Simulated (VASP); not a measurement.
Ga, 4 atoms in the cell. The structure is orthorhombic, space group Cmce (No. 64). The conventional cell has a = 4.523 Å, b = 7.661 Å, c = 4.524 Å, α = 90.00°, β = 90.00°, γ = 90.00°. Ga (site symmetry m) has 7 Ga at 2.48 to 2.79 Å within 3.3 Å. 

- Program: VASP 6.6.1
- Task: relaxation of cell and atoms
- Functional: PBE
- Potentials or basis: VASP PAW PBE potentials, release 64 (Ga_d)
- Cutoff: 600 eV
- k mesh: 12 × 12 × 10
- Occupations: gaussian, width 0.1 eV
- Spin: no spin polarisation
- Dipole correction: no
- Further INCAR settings: ALGO = Fast; EDIFF = 1e-06; IBRION = 2; EDIFFG = -0.005; NSW = 100; ISIF = 3

Potentials or basis: VASP PAW PBE potentials, release 64 (Ga_d).

The run is started by

```sh
$ cat potpaw_PBE.64/Ga_d/POTCAR > POTCAR
$ mpirun -np 1 vasp_std > vasp.out
```

Hardware: 1 thread of Oxide Virtual Turin-like Processor, on a shared host.

Q: How long does it take, and how much memory?

A: Run time: 100 min on 1 thread of Oxide Virtual Turin-like Processor (shared host), peak memory 0.6 GiB. Counts: scf iterations 98, k points 258, ion steps 15.
